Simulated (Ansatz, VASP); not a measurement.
**One calculation of WS2, two programs**

```
W S
1.0
     3.23888    0.00000    0.00000
    -1.61944    2.80496    0.00000
     0.00000    0.00000   17.36335
W S
1 2
Direct
  0.33333 0.66667 0.00000
  0.66667 0.33333 0.91039
  0.66667 0.33333 0.08961
```

Change from the starting cell: mode 8 frozen in at +0.058 Å, equal normal strain along x, y and z +0.0250.

Alike in both runs: task single point; functional PBE; dispersion D3(BJ); k mesh 12 × 12 × 2; occupations gaussian, width 0.05 eV; no spin polarisation.

|  | VASP | Ansatz |
| --- | --- | --- |
| version | VASP 6.6.1 | Ansatz 0.2.0 |
| potentials or method | VASP PAW PBE potentials, release 64 (W_sv, S), cutoff 520 eV | scalar-relativistic, plane waves, PAW |
| valence electrons in the cell | 26 | 26 |

VASP gave:

```
gap on the k mesh at the Fermi level (eV) : 1.47
least direct gap on the mesh (eV)         : 1.62
rms of the force components (eV/Å)        : 0.066
```

Q: Estimate Ansatz's values.

A: gap on the k mesh at the Fermi level (eV): 1.46; least direct gap on the mesh (eV): 1.61; rms of the force components (eV/Å): 0.067.

Atom by atom the forces differ by 0.001 eV/Å (rms over components). Ansatz's warnings: xc potential rough in thin density.

Spin-orbit coupling is off throughout.
